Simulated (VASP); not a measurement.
# CsCl (Pm-3m) in VASP: a series of runs

The runs below take CsCl through vibrations by perturbation theory, with LDA.

Program: VASP 6.6.1. These are calculated values, not measurements. Logs are shortened: lines on timing, memory, paths and dates and some standing lists are left out, and cuts for length are marked.

## Step 1: The cell of the first run

The structure is cubic, space group Pm-3m (No. 221). The conventional cell has a = 3.949 Å, b = 3.949 Å, c = 3.949 Å, α = 90.00°, β = 90.00°, γ = 90.00°. Cs (site symmetry m-3m) has 8 Cl at 3.42 Å and 6 Cs at 3.95 Å within 4.5 Å. Cl (site symmetry m-3m) has 8 Cs at 3.42 Å and 6 Cl at 3.95 Å within 4.5 Å.

## Step 2: Vibrations by perturbation theory, LDA (30.80 Å³/atom)

Input file INCAR:

```
PREC = Accurate
ENCUT = 500
EDIFF = 1E-8
ISMEAR = 0
SIGMA = 0.01
LREAL = F
LASPH = T
NELM = 120
ALGO = Normal
ISIF = 2
LWAVE = F
LCHARG = F
IBRION = 8
NSW = 1
GGA_COMPAT = F
```

Input file KPOINTS:

```
Automatic mesh
0
Gamma
  6 6 6
```

Input file POSCAR:

```
CsCl
1.0
    3.9492807560      0.0000000000      0.0000000000
    0.0000000000      3.9492807560      0.0000000000
    0.0000000000      0.0000000000      3.9492807560
Cs Cl
1 1
Direct
    0.0000000000      0.0000000000      0.0000000000
    0.5000000000      0.5000000000      0.5000000000
```

Potentials or basis: VASP PAW LDA potentials, release 64 (Cs_sv, Cl).

On the command line:

```
$ cat potpaw_LDA.64/Cs_sv/POTCAR potpaw_LDA.64/Cl/POTCAR > POTCAR
$ mpirun -np 1 vasp_std > vasp.out
```

OUTCAR:

```text
PREC = Accurate
   ENCUT = 500
   EDIFF = 1E-8
   ISMEAR = 0
   LREAL = F
   LASPH = T
   NELM = 120
   ISIF = 2
   IBRION = 8
   NSW = 1

 ion  position               nearest neighbor table
   1  0.000  0.000  0.000-
   2  0.500  0.500  0.500-

  LATTYP: Found a simple cubic cell.
 ALAT       =     3.9492807560

  Lattice vectors:

 A1 = (   3.9492807560,   0.0000000000,   0.0000000000)
 A2 = (   0.0000000000,   3.9492807560,   0.0000000000)
 A3 = (   0.0000000000,   0.0000000000,   3.9492807560)

Analysis of symmetry for initial positions (statically):
=====================================================================
 Subroutine PRICEL returns:
 Original cell was already a primitive cell.

 Routine SETGRP: Setting up the symmetry group for a
 simple cubic supercell.

 Subroutine GETGRP returns: Found 48 space group operations
 (whereof 48 operations were pure point group operations)
 out of a pool of 48 trial point group operations.

The static configuration has the point symmetry O_h .

Analysis of symmetry for dynamics (positions and initial velocities):
=====================================================================
 Subroutine PRICEL returns:
 Original cell was already a primitive cell.

 Routine SETGRP: Setting up the symmetry group for a
 simple cubic supercell.

 Subroutine GETGRP returns: Found 48 space group operations
 (whereof 48 operations were pure point group operations)
 out of a pool of 48 trial point group operations.

The dynamic configuration has the point symmetry O_h .

 Subroutine INISYM returns: Found 48 space group operations
 (whereof 48 operations are pure point group operations),
 and found     1 'primitive' translations

----------------------------------------------------------------------------------------

                                     Primitive cell

  volume of cell :      61.5962

  direct lattice vectors                    reciprocal lattice vectors
     3.949280756  0.000000000  0.000000000     0.253210663  0.000000000  0.000000000
     0.000000000  3.949280756  0.000000000     0.000000000  0.253210663  0.000000000
     0.000000000  0.000000000  3.949280756     0.000000000  0.000000000  0.253210663

  length of vectors
     3.949280756  3.949280756  3.949280756     0.253210663  0.253210663  0.253210663

  position of ions in fractional coordinates (direct lattice)
     0.000000000  0.000000000  0.000000000
     0.500000000  0.500000000  0.500000000

  ion indices of the primitive-cell ions
   primitive index   ion index
                 1           1
                 2           2

----------------------------------------------------------------------------------------

 KPOINTS: Automatic mesh

Automatic generation of k-mesh.
 Grid dimensions read from file:
 generate k-points for:    6    6    6

 Generating k-lattice:

  Cartesian coordinates                     Fractional coordinates (reciprocal lattice)
     0.042201777  0.000000000  0.000000000     0.166666667  0.000000000  0.000000000
     0.000000000  0.042201777  0.000000000     0.000000000  0.166666667  0.000000000
     0.000000000  0.000000000  0.042201777     0.000000000  0.000000000  0.166666667

  Length of vectors
     0.042201777  0.042201777  0.042201777

  Shift w.r.t. Gamma in fractional coordinates (k-lattice)
     0.000000000  0.000000000  0.000000000

 Subroutine IBZKPT returns following result:
 ===========================================

 Found     20 irreducible k-points:

 Following reciprocal coordinates:
[... 70 lines left out ...]
 non-spin polarized calculation
 Gauss-broadening in eV      SIGMA  =   0.01
  energy-cutoff  :      500.00
  volume of cell :       61.60
 maximum number of plane-waves:      1596
 NGX is ok and might be reduce to    30
   NGX = 15   NGY = 15   NGZ = 15

--------------------------------------- Ionic step        1  -------------------------------------------

 number of electron      15.9999993 magnetization

 Free energy of the ion-electron system (eV)
  ---------------------------------------------------
  ext. energy  EPLUGINS =         0.00000000
  ---------------------------------------------------
  free energy    TOTEN  =        -7.30723770 eV

  energy without entropy =       -7.30723770  energy(sigma->0) =       -7.30723770

 E-fermi :   0.4368     XC(G=0):  -9.1873

 val. band max:        0.3134576702   @ k =   0.0000   0.0000   0.0000
 cond. band min:       5.2515540768   @ k =   0.0000   0.0000   0.0000
 fundamental gap:      4.9380964066
 Fermi energy:         0.4368456849

 k-point     1 :       0.0000    0.0000    0.0000
  band No.  band energies     occupation
      1     -18.9354      2.00000
      2     -11.9801      2.00000
      3      -5.3135      2.00000
      4      -5.3135      2.00000
      5      -5.3135      2.00000
      6       0.3135      2.00000
      7       0.3135      2.00000
      8       0.3135      2.00000
      9       5.2516      0.00000
     10       5.2516      0.00000
     11       5.8116      0.00000
     12      10.6717      0.00000
[... 273 lines left out ...]
      1     -18.5605      2.00000
      2     -11.7591      2.00000
      3      -6.0487      2.00000
      4      -6.0487      2.00000
      5      -6.0487      2.00000
      6      -1.2381      2.00000
      7      -1.2381      2.00000
      8      -1.2381      2.00000
      9       9.2159      0.00000
     10       9.2159      0.00000
     11       9.2159      0.00000
     12      11.3219      0.00000

------------------------ aborting loop because EDIFF is reached ----------------------------------------

  FORCE on cell =-STRESS in cart. coord.  units (eV):
  Direction    XX          YY          ZZ          XY          YZ          ZX
  --------------------------------------------------------------------------------------
  -------------------------------------------------------------------------------------
  Total        0.1940130      0.1940130      0.1940130      0.0000000      0.0000000      0.0000000
  in kB        5.0464662      5.0464662      5.0464662      0.0000000      0.0000000      0.0000000
  external PRESSURE =       5.0464662 kB  Pullay stress =       0.0000000 kB

 VOLUME and BASIS-vectors are now :
 -----------------------------------------------------------------------------
  energy-cutoff  :      500.00
  volume of cell :       61.60
      direct lattice vectors                 reciprocal lattice vectors
     3.949280756  0.000000000  0.000000000     0.253210663  0.000000000  0.000000000
     0.000000000  3.949280756  0.000000000     0.000000000  0.253210663  0.000000000
     0.000000000  0.000000000  3.949280756     0.000000000  0.000000000  0.253210663

 POSITION                                       TOTAL-FORCE (eV/Angst)
 -----------------------------------------------------------------------------------
      0.00000      0.00000      0.00000         0.000000      0.000000      0.000000
      1.97464      1.97464      1.97464         0.000000      0.000000      0.000000
 -----------------------------------------------------------------------------------
    total drift:                                0.000000      0.000000     -0.000000

  FREE ENERGIE OF THE ION-ELECTRON SYSTEM (eV)
  ---------------------------------------------------
  free  energy   TOTEN  =        -7.3072377041 eV

  energy  without entropy=       -7.3072377041  energy(sigma->0) =       -7.30723770

[... ionic steps 2 to 3 ...]

--------------------------------------- Ionic step        4  -------------------------------------------

------------------------ aborting loop because EDIFF is reached ----------------------------------------

[... ionic steps 5 to 6 ...]

--------------------------------------- Ionic step        7  -------------------------------------------

 Free energy of the ion-electron system (eV)
  ---------------------------------------------------
  ---------------------------------------------------
  free energy    TOTEN  =        -0.19417907 eV

  energy without entropy =       -0.19417907

------------------------ aborting loop because EDIFF is reached ----------------------------------------

 INTERNAL STRAIN TENSOR  FOR ION    2  DIRECTION 1   (eV/Angst):
 -----------------------------------------------------------------------------
     0.01721 -0.00000 -0.00000
     0.00000  0.00083 -0.00000
    -0.00000 -0.00000  0.00083

 INTERNAL STRAIN TENSOR FOR ION    2 for displacements in x,y,z  (eV/Angst):
          X           Y           Z          XY          YZ          ZX
  --------------------------------------------------------------------------------
  x     0.00000     0.00000     0.00000     0.00000     0.00000     0.00000
  y     0.00000     0.00000     0.00000     0.00000     0.00000     0.00000
  z     0.00000     0.00000     0.00000     0.00000     0.00000     0.00000

 SECOND DERIVATIVES (NOT SYMMETRIZED)
 ------------------------------------
               1X          1Y          1Z          2X          2Y          2Z
  1X    -1.416223   -0.000000   -0.000000    1.416223    0.000000    0.000000
  1Y    -0.000000   -1.416223   -0.000000    0.000000    1.416223    0.000000
  1Z     0.000000    0.000000   -1.416223   -0.000000   -0.000000    1.416223
  2X     1.417763    0.000000   -0.000000   -1.417763   -0.000000    0.000000
  2Y     0.000000    1.417763   -0.000000   -0.000000   -1.417763    0.000000
  2Z    -0.000000   -0.000000    1.417763    0.000000    0.000000   -1.417763

 Eigenvectors and eigenvalues of the dynamical matrix
 ----------------------------------------------------

   1 f  =    3.518230 THz    22.105693 2PiTHz  117.355531 cm-1    14.550225 meV
             X         Y         Z           dx          dy          dz
      0.000000  0.000000  0.000000     0.000000    0.458701    0.000000
      1.974640  1.974640  1.974640     0.000000   -0.888591    0.000000
[... 21 lines left out ...]
   6 f/i=    0.000779 THz     0.004895 2PiTHz    0.025985 cm-1     0.003222 meV
             X         Y         Z           dx          dy          dz
      0.000000  0.000000  0.000000     0.888591   -0.000000   -0.000000
      1.974640  1.974640  1.974640     0.458701   -0.000000    0.000000

--------------------------------------------------------------------------------------------------------

 ELASTIC MODULI CONTR FROM IONIC RELAXATION (kBar)
 Direction    XX          YY          ZZ          XY          YZ          ZX
 --------------------------------------------------------------------------------
 XX           0.0000      0.0000      0.0000      0.0000      0.0000      0.0000
 YY           0.0000      0.0000      0.0000      0.0000      0.0000      0.0000
 ZZ           0.0000      0.0000      0.0000      0.0000      0.0000      0.0000
 XY           0.0000      0.0000      0.0000      0.0000      0.0000      0.0000
 YZ           0.0000      0.0000      0.0000      0.0000      0.0000      0.0000
 ZX           0.0000      0.0000      0.0000      0.0000      0.0000      0.0000
 --------------------------------------------------------------------------------
```

Run time: 48 s. Hardware: 1 thread of Oxide Virtual Turin-like, shared host; peak memory 0.19 GiB.

What came out:

```yaml
Highest_phonon_frequency_at_Γ_LO-TO_splitting_left_out: 117 cm⁻¹
```

Phonon frequencies in cm⁻¹ (negative: imaginary):
```tsv
q point	frequencies
(0.000, 0.000, 0.000)	0 0 0 117 117 117
```

Caveat: spin-orbit coupling is left out, which moves the levels of the heavy elements.

## Step 3: Vibrations by perturbation theory, LDA

This run uses another cell than the first one, of 31.27 Å³/atom.

Input file INCAR:

```
  ALGO = Normal
  EDIFF = 1E-8
  ENCUT = 500
  GGA_COMPAT = F
  IBRION = 8
  ISIF = 2
  ISMEAR = 0
  LASPH = T
  LCHARG = F
  LREAL = F
  LWAVE = F
  NELM = 120
  NSW = 1
  PREC = Accurate
  SIGMA = 0.01
```

Input file KPOINTS:

```
k-points
0
Gamma
  6 6 6
```

Input file POSCAR:

```
CsCl
1.0
    3.9692269567      0.0000000000      0.0000000000
    0.0000000000      3.9692269567      0.0000000000
    0.0000000000      0.0000000000      3.9692269567
Cs Cl
1 1
Direct
    0.0000000000      0.0000000000      0.0000000000
    0.5000000000      0.5000000000      0.5000000000
```

Potentials or basis: VASP PAW LDA potentials, release 64 (Cs_sv, Cl).

On the command line:

```
$ cat potpaw_LDA.64/Cs_sv/POTCAR potpaw_LDA.64/Cl/POTCAR > POTCAR
$ mpirun -np 1 vasp_std > vasp.out
```

OUTCAR:

```text
EDIFF = 1E-8
   ENCUT = 500
   IBRION = 8
   ISIF = 2
   ISMEAR = 0
   LASPH = T
   LREAL = F
   NELM = 120
   NSW = 1
   PREC = Accurate

 ion  position               nearest neighbor table
   1  0.000  0.000  0.000-
   2  0.500  0.500  0.500-

  LATTYP: Found a simple cubic cell.
 ALAT       =     3.9692269567

  Lattice vectors:

 A1 = (   3.9692269567,   0.0000000000,   0.0000000000)
 A2 = (   0.0000000000,   3.9692269567,   0.0000000000)
 A3 = (   0.0000000000,   0.0000000000,   3.9692269567)

Analysis of symmetry for initial positions (statically):
=====================================================================
 Subroutine PRICEL returns:
 Original cell was already a primitive cell.

 Routine SETGRP: Setting up the symmetry group for a
 simple cubic supercell.

 Subroutine GETGRP returns: Found 48 space group operations
 (whereof 48 operations were pure point group operations)
 out of a pool of 48 trial point group operations.

The static configuration has the point symmetry O_h .

Analysis of symmetry for dynamics (positions and initial velocities):
=====================================================================
 Subroutine PRICEL returns:
 Original cell was already a primitive cell.

 Routine SETGRP: Setting up the symmetry group for a
 simple cubic supercell.

 Subroutine GETGRP returns: Found 48 space group operations
 (whereof 48 operations were pure point group operations)
[... 477 lines left out ...]
      1.98461      1.98461      1.98461         0.000000      0.000000      0.000000
 -----------------------------------------------------------------------------------
    total drift:                                0.000000      0.000000     -0.000000

  FREE ENERGIE OF THE ION-ELECTRON SYSTEM (eV)
  ---------------------------------------------------
  free  energy   TOTEN  =        -7.3092883520 eV

  energy  without entropy=       -7.3092883520  energy(sigma->0) =       -7.30928835

[... ionic steps 2 to 3 ...]

--------------------------------------- Ionic step        4  -------------------------------------------

------------------------ aborting loop because EDIFF is reached ----------------------------------------

[... ionic steps 5 to 6 ...]

--------------------------------------- Ionic step        7  -------------------------------------------

 Free energy of the ion-electron system (eV)
  ---------------------------------------------------
  ---------------------------------------------------
  free energy    TOTEN  =        -0.19426985 eV

  energy without entropy =       -0.19426985

------------------------ aborting loop because EDIFF is reached ----------------------------------------

 INTERNAL STRAIN TENSOR  FOR ION    2  DIRECTION 1   (eV/Angst):
 -----------------------------------------------------------------------------
     0.01683  0.00000  0.00000
     0.00000  0.00076  0.00000
    -0.00000  0.00000  0.00076

 INTERNAL STRAIN TENSOR FOR ION    2 for displacements in x,y,z  (eV/Angst):
          X           Y           Z          XY          YZ          ZX
  --------------------------------------------------------------------------------
  x     0.00000     0.00000     0.00000     0.00000     0.00000     0.00000
  y     0.00000     0.00000     0.00000     0.00000     0.00000     0.00000
  z     0.00000     0.00000     0.00000     0.00000     0.00000     0.00000

 SECOND DERIVATIVES (NOT SYMMETRIZED)
 ------------------------------------
               1X          1Y          1Z          2X          2Y          2Z
  1X    -1.302861    0.000000    0.000000    1.302861    0.000000   -0.000000
  1Y     0.000000   -1.302861    0.000000   -0.000000    1.302861    0.000000
  1Z     0.000000    0.000000   -1.302861   -0.000000   -0.000000    1.302861
  2X     1.318767   -0.000000    0.000000   -1.318767    0.000000   -0.000000
  2Y     0.000000    1.318767    0.000000   -0.000000   -1.318767   -0.000000
  2Z     0.000000    0.000000    1.318767    0.000000   -0.000000   -1.318767

 Eigenvectors and eigenvalues of the dynamical matrix
 ----------------------------------------------------

   1 f  =    3.389263 THz    21.295369 2PiTHz  113.053650 cm-1    14.016860 meV
             X         Y         Z           dx          dy          dz
      0.000000  0.000000  0.000000    -0.456706    0.000000    0.000000
      1.984613  1.984613  1.984613     0.889618   -0.000000    0.000000
[... 21 lines left out ...]
   6 f/i=    0.008355 THz     0.052494 2PiTHz    0.278682 cm-1     0.034552 meV
             X         Y         Z           dx          dy          dz
      0.000000  0.000000  0.000000    -0.889618    0.000000   -0.000000
      1.984613  1.984613  1.984613    -0.456706   -0.000000    0.000000

--------------------------------------------------------------------------------------------------------

 ELASTIC MODULI CONTR FROM IONIC RELAXATION (kBar)
 Direction    XX          YY          ZZ          XY          YZ          ZX
 --------------------------------------------------------------------------------
 XX           0.0000      0.0000      0.0000      0.0000      0.0000      0.0000
 YY           0.0000      0.0000      0.0000      0.0000      0.0000      0.0000
 ZZ           0.0000      0.0000      0.0000      0.0000      0.0000      0.0000
 XY           0.0000      0.0000      0.0000      0.0000      0.0000      0.0000
 YZ           0.0000      0.0000      0.0000      0.0000      0.0000      0.0000
 ZX           0.0000      0.0000      0.0000      0.0000      0.0000      0.0000
 --------------------------------------------------------------------------------
```

OSZICAR:

```text
N       E                     dE             d eps       ncg     rms          rms(c)
DAV:   1     0.915836392777E+02    0.91584E+02   -0.70155E+03   480   0.114E+03
DAV:   2    -0.166984859320E+01   -0.93253E+02   -0.86151E+02   724   0.189E+02
DAV:   3    -0.761210287284E+01   -0.59423E+01   -0.59156E+01   592   0.532E+01
DAV:   4    -0.767196944282E+01   -0.59867E-01   -0.59831E-01   576   0.652E+00
[... 40 lines left out ...]
RMM:   9    -0.194270322591E+00   -0.91739E-06    0.18862E-08  1675   0.144E-04    0.202E-05
RMM:  10    -0.194269911888E+00    0.41070E-06    0.15016E-07  1606   0.729E-05    0.557E-06
RMM:  11    -0.194269834130E+00    0.77758E-07   -0.12365E-07  1651   0.515E-05    0.179E-06
RMM:  12    -0.194269851079E+00   -0.16949E-07   -0.28356E-07  1343   0.425E-05    0.335E-07
RMM:  13    -0.194269851460E+00   -0.38092E-09   -0.93256E-09  1028   0.408E-05    0.149E-07
 Linear response finished
```

It took 46 s on 1 thread of Oxide Virtual Turin-like, shared host; peak memory 0.19 GiB.

Results:

* Highest phonon frequency at Γ, LO-TO splitting left out: 113 cm⁻¹

Phonon frequencies in cm⁻¹ (negative: imaginary):
| q point | frequencies |
| --- | --- |
| (0.000, 0.000, 0.000) | 0 0 0 113 113 113 |

Caveat: spin-orbit coupling is left out, which moves the levels of the heavy elements.

[end of part 1 of 2]
